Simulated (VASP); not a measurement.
# Ni in VASP: relaxation of the atoms with PBE

Aim: the relaxation of the atoms of Ni with PBE.

Everything below comes from runs of VASP 6.6.1. Logs are shortened: lines on timing, memory, paths and dates and some standing lists are left out, and cuts for length are marked.

### Step 1. The cell of the first run

The cell holds a slab with vacuum, 3 atoms: a = 2.489 Å, b = 2.489 Å, c = 16.520 Å, α = 90.00°, β = 90.00°, γ = 90.00°.

### Step 2. Relaxation of the atoms, PBE, collinear spin, ferromagnetic start

The input, INCAR:

```
PREC     = Accurate       # precision mode
ENCUT    = 520            # plane-wave cutoff, eV
EDIFF    = 1E-7           # SCF threshold, eV
ISMEAR   = -1             # smearing method
SIGMA    = 0.1            # smearing width, eV
LREAL    = False          # projectors in reciprocal space
LASPH    = True           # aspherical terms in the spheres
NELM     = 150            # most SCF steps
ALGO     = Normal         # electronic algorithm
ISIF     = 2              # what is computed and relaxed
LWAVE    = False          # write WAVECAR
LCHARG   = False          # write CHGCAR
ISPIN    = 2              # spin polarisation
MAGMOM   = 1 1 1          # initial moments
LORBIT   = 11             # projections on sites
LMAXMIX  = 4              # l up to which the mixer works
LDIPOL   = True         
IDIPOL   = 3            
DIPOL    = 0.5 0.5 0.500
GGA      = PE             # functional
IBRION   = 2              # ionic algorithm
NSW      = 60             # ionic steps
EDIFFG   = -0.01          # ionic threshold
```

The input, KPOINTS:

```
Automatic mesh
0
Gamma
  16 16 1
```

The input, POSCAR:

```
Ni
1.0
    2.4893867674      0.0000000000      0.0000000000
    0.0000000000      2.4893867674      0.0000000000
    0.0000000000      0.0000000000     16.5205000000
Ni
3
Direct
    0.0000000000      0.0000000000      0.3934498191
    0.5000000000      0.5000000000      0.5000000000
    0.0000000000      0.0000000000      0.6065501809
```

Potentials or basis: VASP PAW PBE potentials, release 64 (Ni).

On the command line:

```console
$ cat potpaw_PBE.64/Ni/POTCAR > POTCAR
$ mpirun -np 1 vasp_std > vasp.out
```

OUTCAR:

```text
PREC = Accurate
   ENCUT = 520
   EDIFF = 1E-7
   ISMEAR = -1
   LREAL = False
   LASPH = True
   NELM = 150
   ISIF = 2
   ISPIN = 2
   LORBIT = 11
   GGA = PE
   IBRION = 2
   NSW = 60
   EDIFFG = -0.01

 ion  position               nearest neighbor table
   1  0.000  0.000  0.393-   2 2.49   2 2.49   2 2.49   2 2.49
   2  0.500  0.500  0.500-   1 2.49   3 2.49   1 2.49   3 2.49   1 2.49   3 2.49   1 2.49   3 2.49

   3  0.000  0.000  0.607-   2 2.49   2 2.49   2 2.49   2 2.49

  LATTYP: Found a simple tetragonal cell.
 ALAT       =     2.4893867674
 C/A-ratio  =     6.6363733496

  Lattice vectors:

 A1 = (   2.4893867674,   0.0000000000,   0.0000000000)
 A2 = (   0.0000000000,   2.4893867674,   0.0000000000)
 A3 = (   0.0000000000,   0.0000000000,  16.5205000000)

Analysis of symmetry for initial positions (statically):
=====================================================================
 Subroutine PRICEL returns:
 Original cell was already a primitive cell.

 Routine SETGRP: Setting up the symmetry group for a
 simple tetragonal supercell.

 Subroutine GETGRP returns: Found 16 space group operations
 (whereof 16 operations were pure point group operations)
 out of a pool of 16 trial point group operations.

The static configuration has the point symmetry D_4h.

Analysis of symmetry for dynamics (positions and initial velocities):
=====================================================================
 Subroutine PRICEL returns:
 Original cell was already a primitive cell.

 Routine SETGRP: Setting up the symmetry group for a
 simple tetragonal supercell.

 Subroutine GETGRP returns: Found 16 space group operations
 (whereof 16 operations were pure point group operations)
 out of a pool of 16 trial point group operations.

The dynamic configuration has the point symmetry D_4h.

Analysis of structural, dynamic, and magnetic symmetry:
=====================================================================
 Subroutine PRICEL returns:
 Original cell was already a primitive cell.

 Routine SETGRP: Setting up the symmetry group for a
 simple tetragonal supercell.

 Subroutine GETGRP returns: Found 16 space group operations
 (whereof 16 operations were pure point group operations)
 out of a pool of 16 trial point group operations.

The overall configuration has the point symmetry D_4h.

 Subroutine INISYM returns: Found 16 space group operations
 (whereof 16 operations are pure point group operations),
 and found     1 'primitive' translations

----------------------------------------------------------------------------------------

                                     Primitive cell

  volume of cell :     102.3783

  direct lattice vectors                    reciprocal lattice vectors
     2.489386767  0.000000000  0.000000000     0.401705357  0.000000000  0.000000000
     0.000000000  2.489386767  0.000000000     0.000000000  0.401705357  0.000000000
     0.000000000  0.000000000 16.520500000     0.000000000  0.000000000  0.060530856

  length of vectors
     2.489386767  2.489386767 16.520500000     0.401705357  0.401705357  0.060530856

  position of ions in fractional coordinates (direct lattice)
     0.000000000  0.000000000  0.393449819
     0.500000000  0.500000000  0.500000000
     0.000000000  0.000000000  0.606550181

  ion indices of the primitive-cell ions
   primitive index   ion index
                 1           1
                 2           2
                 3           3

----------------------------------------------------------------------------------------

 KPOINTS: Automatic mesh

Automatic generation of k-mesh.
 Grid dimensions read from file:
 generate k-points for:   16   16    1

 Generating k-lattice:

  Cartesian coordinates                     Fractional coordinates (reciprocal lattice)
     0.025106585  0.000000000  0.000000000     0.062500000  0.000000000  0.000000000
     0.000000000  0.025106585  0.000000000     0.000000000  0.062500000  0.000000000
     0.000000000  0.000000000  0.060530856     0.000000000  0.000000000  1.000000000

  Length of vectors
     0.025106585  0.025106585  0.060530856

  Shift w.r.t. Gamma in fractional coordinates (k-lattice)
     0.000000000  0.000000000  0.000000000

 Subroutine IBZKPT returns following result:
 ===========================================

 Found     45 irreducible k-points:

 Following reciprocal coordinates:
            Coordinates               Weight
  0.000000  0.000000  0.000000      1.000000
  0.062500  0.000000  0.000000      4.000000
  0.125000  0.000000  0.000000      4.000000
  0.187500  0.000000  0.000000      4.000000
  0.250000  0.000000  0.000000      4.000000
  0.312500  0.000000  0.000000      4.000000
[... 16 lines left out ...]
  0.437500  0.125000  0.000000      8.000000
  0.500000  0.125000  0.000000      4.000000
 [... further k-points ...]
   k-points           NKPTS =     45   k-points in BZ     NKDIM =     45   number of bands    NBANDS=     21
   number of dos      NEDOS =    301   number of ions     NIONS =      3
   total plane-waves  NPLWV =  50400
   dimension x,y,z NGX =    20 NGY =   20 NGZ =  126
   dimension x,y,z NGXF=    40 NGYF=   40 NGZF=  252
   ions per type =               3
   NGX,Y,Z   is equivalent  to a cutoff of  13.36, 13.36, 12.68 a.u.
   NGXF,Y,Z  is equivalent  to a cutoff of  26.71, 26.71, 25.36 a.u.
 SYSTEM =  unknown system
   PREC   = accura    normal or accurate (medium, high low for compatibility)
   ISTART =      0    job   : 0-new  1-cont  2-samecut
   ICHARG =      2    charge: 1-file 2-atom 10-const
   ISPIN  =      2    spin polarized calculation?
   LNONCOLLINEAR =      F non collinear calculations
   LSORBIT =      F    spin-orbit coupling
   LASPH  =      T    aspherical Exc in radial PAW
   ENCUT  =  520.0 eV  38.22 Ry    6.18 a.u.   4.63  4.63 30.72*2*pi/ulx,y,z
   NELM   =    150;   NELMIN=  2; NELMDL= -5     # of ELM steps
   EDIFF  = 0.1E-06   stopping-criterion for ELM
   LREAL  =      F    real-space projection
   EDIFFG = -.1E-01   stopping-criterion for IOM
   NSW    =     60    number of steps for IOM
   IBRION =      2    ionic relax: 0-MD 1-quasi-New 2-CG
   NFREE  =      1    steps in history (QN), initial steepest desc. (CG)
   ISIF   =      2    stress and relaxation
   ISYM   =      2    0-nonsym 1-usesym 2-fastsym
   POTIM  = 0.5000    time-step for ionic-motion
   TEBEG  =    0.0;   TEEND  =   0.0 temperature during run
   PSTRESS=    0.0 pullay stress
   NELECT =      30.0000    total number of electrons
   NUPDOWN=      -1.0000    fix difference up-down
   EMIN   =  10.00;   EMAX   =-10.00  energy-range for DOS
   EFERMI =   0.00;   METHOD = LEGACY
   ISMEAR =    -1;   SIGMA  =   0.10  broadening in eV -4-tet -1-fermi 0-gaus
   EFERMI_NEDOS =   21; number of points for ismear=-14 and -15
   IALGO  =     38    algorithm
   IMIX   =      4    mixing-type and parameters
     AMIX     =   0.40;   BMIX     =  1.00
     AMIX_MAG =   1.60;   BMIX_MAG =  1.00
  volume/ion in A,a.u.               =      34.13       230.29
  Fermi-wavevector in a.u.,A,eV,Ry     =   1.087375  2.054840 16.087311  1.182384
  Thomas-Fermi vector in A             =   2.223533
   LORBIT       =     11    0 simple, 1 ext, 2 COOP (PROOUT), +10 PAW based schemes
   GGA     = PE    functional components
   LHFCALC =     F    Hartree Fock is set to
   AEXX    =    0.0000 exact exchange contribution
   IVDW    =     0    specifies the selected vdW correction
   LEPSILON=     F    determine dielectric tensor
   LRPA    =     F    only Hartree local field effects (RPA)
 conjugate gradient relaxation of ions
 spin polarized calculation
  energy-cutoff  :      520.00
  volume of cell :      102.38
 maximum number of plane-waves:      2803
 NGX is ok and might be reduce to    20
   NGX =  9   NGY =  9   NGZ = 61

--------------------------------------- Ionic step        1  -------------------------------------------

 number of electron      29.9999960 magnetization       2.0859592

 Free energy of the ion-electron system (eV)
  ---------------------------------------------------
  ext. energy  EPLUGINS =         0.00000000
  ---------------------------------------------------
  free energy    TOTEN  =       -14.76511150 eV

  energy without entropy =      -14.58605145  energy(sigma->0) =      -14.67558148

------------------------ aborting loop because EDIFF is reached ----------------------------------------

  FORCE on cell =-STRESS in cart. coord.  units (eV):
  Direction    XX          YY          ZZ          XY          YZ          ZX
  --------------------------------------------------------------------------------------
  -------------------------------------------------------------------------------------
  Total       -2.0975717     -2.0975717     -0.9978896      0.0000000      0.0000000      0.0000000
  in kB      -32.8261130    -32.8261130    -15.6165515      0.0000000      0.0000000      0.0000000
  external PRESSURE =     -27.0895925 kB  Pullay stress =       0.0000000 kB
[... 92 lines left out ...]
  FREE ENERGIE OF THE ION-ELECTRON SYSTEM (eV)
  ---------------------------------------------------
  free  energy   TOTEN  =       -14.7799255923 eV

  energy  without entropy=      -14.6070125489  energy(sigma->0) =      -14.69346907

 dipolmoment           0.000000      0.000000      0.000000 electrons x Angstroem

--------------------------------------- Ionic step        4  -------------------------------------------

 number of electron      29.9999955 magnetization       2.0670245

 dipolmoment           0.000000      0.000000     -0.000000 electrons x Angstroem

 Free energy of the ion-electron system (eV)
  ---------------------------------------------------
  ext. energy  EPLUGINS =         0.00000000
  ---------------------------------------------------
  free energy    TOTEN  =       -14.77998919 eV

  energy without entropy =      -14.60749428  energy(sigma->0) =      -14.69374173

 E-fermi :  -0.2341     XC(G=0):  -5.3978

 val. band max:       -0.2381903162   @ k =   0.1250   0.0625   0.0000
 cond. band min:      -0.2335680127   @ k =   0.5000   0.0000   0.0000
 fundamental gap:      0.0046223036
 Fermi energy:        -0.2340787826

 spin component 1

 k-point     1 :       0.0000    0.0000    0.0000
  band No.  band energies     occupation
      1      -8.2950      1.00000
      2      -5.7184      1.00000
      3      -4.6650      1.00000
      4      -4.1419      1.00000
      5      -3.3002      1.00000
      6      -2.7022      1.00000
[... 565 lines left out ...]
     20       5.1573      0.00000
     21       7.7019      0.00000

 [... further k-points ...]

 spin component 2

 k-point     1 :       0.0000    0.0000    0.0000
  band No.  band energies     occupation
      1      -8.3163      1.00000
      2      -5.6859      1.00000
      3      -4.3647      1.00000
      4      -3.5726      1.00000
      5      -2.6050      1.00000
      6      -2.0052      1.00000
[... 565 lines left out ...]
     20       5.3250      0.00000
     21       7.8777      0.00000

 [... further k-points ...]

------------------------ aborting loop because EDIFF is reached ----------------------------------------

 vacuum level on the upper side and lower side of the slab       (xc-potential included)        -0.138        -0.138

  FORCE on cell =-STRESS in cart. coord.  units (eV):
  Direction    XX          YY          ZZ          XY          YZ          ZX
  --------------------------------------------------------------------------------------
  -------------------------------------------------------------------------------------
  Total       -1.4406143     -1.4406143     -0.0053349      0.0000000      0.0000000     -0.0000000
  in kB      -22.5450070    -22.5450070     -0.0834887      0.0000000      0.0000000     -0.0000000
  external PRESSURE =     -15.0578342 kB  Pullay stress =       0.0000000 kB

 VOLUME and BASIS-vectors are now :
 -----------------------------------------------------------------------------
  energy-cutoff  :      520.00
  volume of cell :      102.38
      direct lattice vectors                 reciprocal lattice vectors
     2.489386767  0.000000000  0.000000000     0.401705357  0.000000000  0.000000000
     0.000000000  2.489386767  0.000000000     0.000000000  0.401705357  0.000000000
     0.000000000  0.000000000 16.520500000     0.000000000  0.000000000  0.060530856
[... 9 lines left out ...]
  FREE ENERGIE OF THE ION-ELECTRON SYSTEM (eV)
  ---------------------------------------------------
  free  energy   TOTEN  =       -14.7799891859 eV

  energy  without entropy=      -14.6074942809  energy(sigma->0) =      -14.69374173

 reached required accuracy - stopping structural energy minimisation

 vacuum level on the upper side and lower side of the slab         4.510         4.510

 total charge

# of ion       s       p       d       tot
------------------------------------------
    1        0.477   0.347   8.325   9.149
    2        0.501   0.518   8.321   9.340
    3        0.477   0.347   8.325   9.149
--------------------------------------------------
tot          1.456   1.211  24.971  27.638

 magnetization (x)

# of ion       s       p       d       tot
------------------------------------------
    1       -0.002  -0.017   0.750   0.731
    2       -0.007  -0.024   0.677   0.645
    3       -0.002  -0.017   0.750   0.731
--------------------------------------------------
tot         -0.012  -0.058   2.176   2.107
```

Run time: 8.6 min. Hardware: 1 thread of AMD EPYC 9R45 (Zen 5), shared host; peak memory 0.3 GiB.

What came out:

| Property | Result |
| --- | --- |
| Free energy | -14.7800 eV |
| Energy gained by relaxing | 5.0 meV/atom |
| Ionic steps | 4 |
| Net moment | 2.07 μB per cell |
| Site moments | Ni +0.73, +0.65 (each value once) μB |
| Valence electrons inside the program's atomic spheres | Ni 9.15, 9.34 (each value once) |

Step by step:
| step | energy change (eV) | largest force (eV/Å) | pressure (GPa) |
| --- | --- | --- | --- |
| 1 | 0.0000 | 0.2842 | -2.71 |
| 2 | -0.0068 | 0.2126 | -2.40 |
| 3 | -0.0148 | 0.0185 | -1.59 |
| 4 | -0.0149 | 0.0002 | -1.51 |

Final structure:
```xyz
3
Lattice="2.4894 0.0000 0.0000 0.0000 2.4894 0.0000 0.0000 0.0000 16.5205" Properties=species:S:1:pos:R:3 pbc="T T T"
Ni    0.0000    0.0000    6.5512
Ni    1.2447    1.2447    8.2602
Ni    0.0000    0.0000    9.9693
```
